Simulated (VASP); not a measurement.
# ZnO (P6_3mc) in VASP: a series of runs

The runs below take ZnO through single point, with PBE.

Program: VASP 6.6.1. These are calculated values, not measurements. Logs are shortened: lines on timing, memory, paths and dates and some standing lists are left out, and cuts for length are marked.

## Step 1: The cell of the first run

Symmetry: P6_3mc, No. 186, hexagonal system. Conventional cell: a = 3.249 Å, b = 3.249 Å, c = 5.204 Å, α = 90.00°, β = 90.00°, γ = 120.00°. Within 2.6 Å of Zn (site symmetry 3m) lie 4 O at 1.97 to 1.99 Å. Within 2.6 Å of O (site symmetry 3m) lie 4 Zn at 1.97 to 1.99 Å.

## Step 2: Single point, PBE

The input, INCAR:

```
PREC = Accurate ; ENCUT = 910
EDIFF = 1E-6 ; ISMEAR = 0
SIGMA = 0.05 ; LREAL = F
LASPH = T ; NELM = 120
ALGO = Normal ; ISIF = 2
LWAVE = F ; LCHARG = T
GGA = PE ; LELF = T
LVHAR = T ; NBANDS = 46
GGA_COMPAT = F
```

The input, KPOINTS:

```
regular mesh
0
Gamma
  9 9 3
```

The input, POSCAR:

```
ZnO
1.0
   -1.6246993620     -2.8140618419      0.0000000000
    1.6246993619     -2.8140618419      0.0000000000
    0.0000000000      0.0000000000     10.4076000000
Zn O
4 4
Direct
    0.6666666667      0.6666666667      0.0000000000
    0.6666666667      0.6666666667      0.5000000000
    0.3333333333      0.3333333333      0.2500000000
    0.3333333333      0.3333333333      0.7500000000
    0.6666666667      0.6666666667      0.1910500000
    0.6666666667      0.6666666667      0.6910500000
    0.3333333333      0.3333333333      0.4410500000
    0.3333333333      0.3333333333      0.9410500000
```

Potentials or basis: VASP PAW PBE potentials, release 64 (Zn, O_h).

The run is started by

```bash
$ cat potpaw_PBE.64/Zn/POTCAR potpaw_PBE.64/O_h/POTCAR > POTCAR
$ mpirun -np 1 vasp_std > vasp.out
```

OUTCAR:

```text
PREC = Accurate
   ENCUT = 910
   EDIFF = 1E-6
   ISMEAR = 0
   LREAL = F
   LASPH = T
   NELM = 120
   ISIF = 2
   GGA = PE

 ion  position               nearest neighbor table
   1  0.667  0.667  0.000-   8 1.97   8 1.97   8 1.97   5 1.99
   2  0.667  0.667  0.500-   7 1.97   7 1.97   7 1.97   6 1.99
   3  0.333  0.333  0.250-   5 1.97   5 1.97   5 1.97   7 1.99
   4  0.333  0.333  0.750-   6 1.97   6 1.97   6 1.97   8 1.99
   5  0.667  0.667  0.191-   3 1.97   3 1.97   3 1.97   1 1.99
   6  0.667  0.667  0.691-   4 1.97   4 1.97   4 1.97   2 1.99
   7  0.333  0.333  0.441-   2 1.97   2 1.97   2 1.97   3 1.99
   8  0.333  0.333  0.941-   1 1.97   1 1.97   1 1.97   4 1.99
[... 7 lines left out ...]
 A1 = (  -1.6246993619,   2.8140618419,   0.0000000000)
 A2 = (  -1.6246993620,  -2.8140618419,   0.0000000000)
 A3 = (   0.0000000000,   0.0000000000,  10.4076000000)

Analysis of symmetry for initial positions (statically):
=====================================================================
 Subroutine PRICEL returns following result:

  LATTYP: Found a hexagonal cell.
 ALAT       =     3.2493987239
 C/A-ratio  =     1.6014655148

  Lattice vectors:

 A1 = (  -1.6246993619,   2.8140618419,   0.0000000000)
 A2 = (  -1.6246993620,  -2.8140618419,   0.0000000000)
 A3 = (   0.0000000000,   0.0000000000,   5.2038000000)

   2 primitive cells build up your supercell.

 Routine SETGRP: Setting up the symmetry group for a
 hexagonal supercell.

 Subroutine GETGRP returns: Found 12 space group operations
 (whereof  6 operations were pure point group operations)
 out of a pool of 24 trial point group operations.

The static configuration has the point symmetry C_3v.
 The point group associated with its full space group is C_6v.

Analysis of symmetry for dynamics (positions and initial velocities):
=====================================================================
 Subroutine PRICEL returns following result:

  LATTYP: Found a hexagonal cell.
 ALAT       =     3.2493987239
 C/A-ratio  =     1.6014655148

  Lattice vectors:

 A1 = (  -1.6246993619,   2.8140618419,   0.0000000000)
 A2 = (  -1.6246993620,  -2.8140618419,   0.0000000000)
 A3 = (   0.0000000000,   0.0000000000,   5.2038000000)

   2 primitive cells build up your supercell.

 Routine SETGRP: Setting up the symmetry group for a
 hexagonal supercell.
[... 110 lines left out ...]
   LREAL  =      F    real-space projection
   EDIFFG = 0.1E-04   stopping-criterion for IOM
   NSW    =      0    number of steps for IOM
   IBRION =     -1    ionic relax: 0-MD 1-quasi-New 2-CG
   NFREE  =      0    steps in history (QN), initial steepest desc. (CG)
   ISIF   =      2    stress and relaxation
   ISYM   =      2    0-nonsym 1-usesym 2-fastsym
   POTIM  = 0.5000    time-step for ionic-motion
   TEBEG  =    0.0;   TEEND  =   0.0 temperature during run
   PSTRESS=    0.0 pullay stress
   NELECT =      72.0000    total number of electrons
   NUPDOWN=      -1.0000    fix difference up-down
   EMIN   =  10.00;   EMAX   =-10.00  energy-range for DOS
   EFERMI =   0.00;   METHOD = LEGACY
   ISMEAR =     0;   SIGMA  =   0.05  broadening in eV -4-tet -1-fermi 0-gaus
   EFERMI_NEDOS =   21; number of points for ismear=-14 and -15
   IALGO  =     38    algorithm
   IMIX   =      4    mixing-type and parameters
     AMIX     =   0.40;   BMIX     =  1.00
     AMIX_MAG =   1.60;   BMIX_MAG =  1.00
  volume/ion in A,a.u.               =      11.90        80.28
  Fermi-wavevector in a.u.,A,eV,Ry     =   1.491729  2.818959 30.276436  2.225255
  Thomas-Fermi vector in A             =   2.604347
   LORBIT       =      0    0 simple, 1 ext, 2 COOP (PROOUT), +10 PAW based schemes
   GGA     = PE    functional components
   LHFCALC =     F    Hartree Fock is set to
   AEXX    =    0.0000 exact exchange contribution
   IVDW    =     0    specifies the selected vdW correction
   LEPSILON=     F    determine dielectric tensor
   LRPA    =     F    only Hartree local field effects (RPA)
 non-spin polarized calculation
 Gauss-broadening in eV      SIGMA  =   0.05
  energy-cutoff  :      910.00
  volume of cell :       95.17
 maximum number of plane-waves:      5961
   NGX = 15   NGY = 15   NGZ = 51

 number of electron      71.9999997 magnetization

 Free energy of the ion-electron system (eV)
  ---------------------------------------------------
  ext. energy  EPLUGINS =         0.00000000
  ---------------------------------------------------
  free energy    TOTEN  =       -35.67104731 eV

  energy without entropy =      -35.67104731  energy(sigma->0) =      -35.67104731

 E-fermi :   1.8009     XC(G=0): -10.9160

 val. band max:        1.5296603836   @ k =   0.0000   0.0000   0.0000
 cond. band min:       2.3208035849   @ k =   0.0000   0.0000   0.0000
 fundamental gap:      0.7911432013
 Fermi energy:         1.8009203916

 k-point     1 :       0.0000    0.0000    0.0000
  band No.  band energies     occupation
      1     -16.5644      2.00000
      2     -16.2097      2.00000
      3     -16.2097      2.00000
      4     -15.8352      2.00000
      5      -4.3593      2.00000
      6      -4.3593      2.00000
[... 1165 lines left out ...]
     45      10.8227      0.00000
     46      10.8227      0.00000

------------------------ aborting loop because EDIFF is reached ----------------------------------------

  FORCE on cell =-STRESS in cart. coord.  units (eV):
  Direction    XX          YY          ZZ          XY          YZ          ZX
  --------------------------------------------------------------------------------------
  -------------------------------------------------------------------------------------
  Total        3.3573816      3.3573816      3.5096831      0.0000000      0.0000000     -0.0000000
  in kB       56.5228504     56.5228504     59.0869063      0.0000000      0.0000000     -0.0000000
  external PRESSURE =      57.3775357 kB  Pullay stress =       0.0000000 kB

 VOLUME and BASIS-vectors are now :
 -----------------------------------------------------------------------------
  energy-cutoff  :      910.00
  volume of cell :       95.17
      direct lattice vectors                 reciprocal lattice vectors
    -1.624699362 -2.814061842  0.000000000    -0.307749244 -0.177679109  0.000000000
     1.624699362 -2.814061842  0.000000000     0.307749244 -0.177679109  0.000000000
     0.000000000  0.000000000 10.407600000     0.000000000  0.000000000  0.096083631

 POSITION                                       TOTAL-FORCE (eV/Angst)
 -----------------------------------------------------------------------------------
     -0.00000     -3.75208      0.00000        -0.000000     -0.000000      0.032210
     -0.00000     -3.75208      5.20380        -0.000000     -0.000000      0.032210
     -0.00000     -1.87604      2.60190         0.000000      0.000000      0.032210
     -0.00000     -1.87604      7.80570         0.000000      0.000000      0.032210
     -0.00000     -3.75208      1.98837        -0.000000      0.000000     -0.032210
     -0.00000     -3.75208      7.19217         0.000000      0.000000     -0.032210
     -0.00000     -1.87604      4.59027         0.000000     -0.000000     -0.032210
     -0.00000     -1.87604      9.79407        -0.000000     -0.000000     -0.032210
 -----------------------------------------------------------------------------------
    total drift:                               -0.000000     -0.000000      0.001609

  FREE ENERGIE OF THE ION-ELECTRON SYSTEM (eV)
  ---------------------------------------------------
  free  energy   TOTEN  =       -35.6710473056 eV

  energy  without entropy=      -35.6710473056  energy(sigma->0) =      -35.67104731
```

stdout:

```text
POSCAR found type information on POSCAR ZnO
 POSCAR found :  2 types and       8 ions
 scaLAPACK will be used
 LDA part: xc-table for (Slater+PW92), standard interpolation
 POSCAR, INCAR and KPOINTS ok, starting setup
 FFT: planning ... GRIDC
 FFT: planning ... GRID_SOFT
 FFT: planning ... GRID
 WAVECAR not read
 entering main loop
```

It took 2.3 min on 1 thread of AMD EPYC 9R45 (Zen 5), shared host; peak memory 0.38 GiB.

Results:

```
Free energy            : -35.6710 eV
Pressure               : 5.7 GPa
Largest force          : 0.032 eV/Å
Band gap on the k mesh : 0.79 eV
```

Forces on the atoms (eV/Å):
```
Zn   0.000  0.000  0.032
Zn   0.000  0.000  0.032
Zn   0.000  0.000  0.032
Zn   0.000  0.000  0.032
O    0.000  0.000 -0.032
O    0.000  0.000 -0.032
O    0.000  0.000 -0.032
O    0.000  0.000 -0.032
```

Stress tensor (GPa, compression positive):
```
5.65 0.00 0.00
0.00 5.65 0.00
0.00 0.00 5.91
```

Caveat: the cutoff is under 1.25 times the usual one of these potentials, so pressure, stress and relaxed cells hold a basis-set (Pulay) error; the cell stands under pressure.

## Step 3: Single point, PBE

This run uses another cell than the first one: it holds 4 atoms, not 8.

The input, INCAR:

```
SYSTEM = ZnO
PREC     = Accurate       ! precision mode
ENCUT    = 910            ! plane-wave cutoff, eV
EDIFF    = 1E-6           ! SCF threshold, eV
ISMEAR   = 0              ! smearing method
SIGMA    = 0.05           ! smearing width, eV
LREAL    = .FALSE.        ! projectors in reciprocal space
LASPH    = .TRUE.         ! aspherical terms in the spheres
NELM     = 120            ! most SCF steps
ALGO     = Normal         ! electronic algorithm
ISIF     = 2              ! what is computed and relaxed
LWAVE    = .FALSE.        ! write WAVECAR
LCHARG   = .FALSE.        ! write CHGCAR
GGA      = PE             ! functional
NBANDS   = 26             ! bands
GGA_COMPAT= .FALSE.
```

The input, KPOINTS:

```
regular mesh
0
G
  12 12 6
  0 0 0
```

The input, POSCAR:

```
ZnO
1.0
    3.2493987239      0.0000000000      0.0000000000
   -1.6246993619      2.8140618419      0.0000000000
    0.0000000000      0.0000000000      5.2038000000
Zn O
2 2
Direct
    0.3333333333      0.6666666667      0.0000000000
    0.6666666667      0.3333333333      0.5000000000
    0.3333333333      0.6666666667      0.3821000000
    0.6666666667      0.3333333333      0.8821000000
```

Potentials or basis: VASP PAW PBE potentials, release 64 (Zn, O_h).

The run is started by

```bash
$ cat potpaw_PBE.64/Zn/POTCAR potpaw_PBE.64/O_h/POTCAR > POTCAR
$ mpirun -np 1 vasp_std > vasp.out
```

It took 1.7 min on 1 thread of Intel Xeon Platinum 8488C (Sapphire Rapids), shared host; peak memory 0.35 GiB.

It converged, with:

```yaml
Free_energy: -17.8356 eV
Pressure: 5.7 GPa
Largest_force: 0.032 eV/Å
Band_gap_on_the_k_mesh: 0.79 eV
```

Forces on the atoms (eV/Å):
```
Zn   0.000  0.000  0.032
Zn   0.000  0.000  0.032
O    0.000  0.000 -0.032
O    0.000  0.000 -0.032
```

Stress tensor (GPa, compression positive):
```
5.60 0.00 0.00
0.00 5.60 0.00
0.00 0.00 5.87
```

Levels at points of the mesh, in eV from the valence-band top:
```tsv
k point	band 16	band 17	band 18	band 19	band 20	band 21
(0.00, 0.00, 0.00)	-0.09	0.00	0.00	0.79	5.19	8.25
(0.50, 0.00, 0.00)	-2.28	-1.27	-0.86	5.78	6.86	7.64
(0.00, 0.00, 0.50)	-0.39	-0.39	-0.39	3.46	3.46	10.10
(0.50, 0.00, 0.50)	-1.53	-1.34	-1.34	5.72	5.72	8.43
```

Caveat: the cutoff is under 1.25 times the usual one of these potentials, so pressure, stress and relaxed cells hold a basis-set (Pulay) error; the cell stands under pressure.
